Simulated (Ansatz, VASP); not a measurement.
## One calculation of Zn, two programs

```
Zn
1.0
     0.00000    1.95737    1.95737
     1.95737    0.00000    1.95737
     1.95737    1.95737    0.00000
Zn
1
Direct
  0.00000 0.00000 0.00000
```

Alike in both runs: functional PBE; k mesh 10 × 10 × 10; occupations gaussian, width 0.1 eV; no spin polarisation.

Ansatz relaxed the structure, and its values are those at the end. VASP's run is a single point on that final structure, the one shown.

```csv
,VASP,Ansatz
version,VASP 6.6.1,Ansatz 0.2.0
potentials or method,"VASP PAW PBE potentials, release 64 (Zn), cutoff 500 eV","scalar-relativistic, plane waves, PAW"
valence electrons in the cell,12,12
```

|  | VASP | Ansatz | Ansatz less VASP |
| --- | --- | --- | --- |
| gap on the k mesh at the Fermi level (eV) | none | none | - |
| pressure (GPa) | 0.8 | 0.4 | -0.41 |

A gap of «none» marks a metal or a gap that the smearing closes. The functional is the same, so the differences come from potentials, cutoffs and numerics.
